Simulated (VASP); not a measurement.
Set up this calculation in VASP 6.6.1, as the native input.

```yaml
Task: relaxation of cell and atoms
Functional: PBE
Potentials_or_basis: VASP PAW PBE potentials, release 64 (Si, N)
Cutoff: 600 eV
k_mesh: 4 × 4 × 6
Occupations: gaussian, width 0.1 eV
Spin: no spin polarisation
Dipole_correction: no
Further_INCAR_settings: ALGO = Normal; EDIFF = 1e-06; IBRION = 2; EDIFFG = -0.04; NSW = 90; ISIF = 3
```

The structure of Si2N lies in POSCAR:

```
Si2N
1.0
    4.9539022132      0.0000000000      0.0000000000
    0.0000000000      4.9539022132      0.0000000000
    0.0000000000      0.0000000000      3.1908133759
Si N
4 2
Direct
    0.3060000000      0.3060000000      0.0000000000
    0.1940000000      0.8060000000      0.5000000000
    0.6940000000      0.6940000000      0.0000000000
    0.8060000000      0.1940000000      0.5000000000
    0.0000000000      0.0000000000      0.0000000000
    0.5000000000      0.5000000000      0.5000000000
```

These files were run (other wordings do the same):

INCAR

```
ALGO = Normal
EDIFF = 1E-6
EDIFFG = -0.04
ENCUT = 600
GGA = PE
IBRION = 2
ISIF = 3
ISMEAR = 0
LASPH = True
LCHARG = False
LREAL = False
LWAVE = False
NELM = 60
NSW = 90
PREC = Accurate
SIGMA = 0.1
```

KPOINTS

```
k-points
0
Gamma
  4 4 6
```

Potentials or basis: VASP PAW PBE potentials, release 64 (Si, N).

Run with:

```bash
$ cat potpaw_PBE.64/Si/POTCAR potpaw_PBE.64/N/POTCAR > POTCAR
$ mpirun -np 1 vasp_std > vasp.out
```

It gave:

```yaml
Relaxed_volume: 17.57 Å³/atom
Relaxed_cell: a = 6.384 Å, b = 6.384 Å, c = 2.587 Å, α = 90.00°, β = 90.00°, γ = 90.00°
Space_group_after_relaxing_to_0.05_Å: P4_2/mnm (No. 136)
Energy_gained_by_relaxing: 461.7 meV/atom
Ionic_steps: 45
Pressure_after_relaxing: -0.1 GPa
Largest_force_after_relaxing: 0.009 eV/Å
Band_gap_on_the_k_mesh: zero (band 13 reaches 6.10 eV, above the bottom of band 14 at 3.84 eV)
```

Caveat: the volume moved by over 15 % at a fixed basis, so the end points are rough.

It took 5.9 min on 1 thread of Intel(R) Xeon(R) 6975P-C (Granite Rapids), with other jobs on the host, peak memory 0.21 GiB.
